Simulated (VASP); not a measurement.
A run of VASP 6.6.1 is set up as follows.

File INCAR:

```
SYSTEM = NbFe2N3
  PREC = Accurate
  ENCUT = 700
  EDIFF = 1E-6
  ISMEAR = 0
  SIGMA = 0.1
  LREAL = .FALSE.
  LASPH = .TRUE.
  NELM = 120
  ALGO = Normal
  ISIF = 2
  LWAVE = .FALSE.
  LCHARG = .FALSE.
  GGA = PE
  NBANDS = 39
  GGA_COMPAT = .FALSE.
```

KPOINTS

```
Automatic mesh
0
G
  6 6 14
  0 0 0
```

Contents of POSCAR:

```
NbFe2N3
1.0
    5.8062116919      0.0000000000      0.0000000000
   -2.9031058459      5.0283268249      0.0000000000
    0.0000000000      0.0000000000      2.6242397401
Nb Fe N
1 2 3
Direct
    0.0000000000      0.0000000000      0.5000000000
    0.3333333333      0.6666666667      0.0000000000
    0.6666666667      0.3333333333      0.0000000000
    0.5000000000      0.0000000000      0.0000000000
    0.0000000000      0.5000000000      0.0000000000
    0.5000000000      0.5000000000      0.0000000000
```

Potentials or basis: VASP PAW PBE potentials, release 64 (Nb_sv, Fe_sv, N).

Run with:

```bash
$ cat potpaw_PBE.64/Nb_sv/POTCAR potpaw_PBE.64/Fe_sv/POTCAR potpaw_PBE.64/N/POTCAR > POTCAR
$ mpirun -np 1 vasp_std > vasp.out
```

Estimate the pressure.

-0.6 GPa.

Estimate the band gap on the k mesh.

zero (bands 30 and 31 overlap by 1.53 eV).

Stress tensor (GPa, compression positive):
```
-0.63  0.00  0.00
 0.00 -0.63  0.00
 0.00  0.00 -0.40
```

Caveat: the run has no spin polarisation, though such a crystal can be magnetic. Spin polarisation is off, so any magnetic state and its effect on volume and gap are missing.
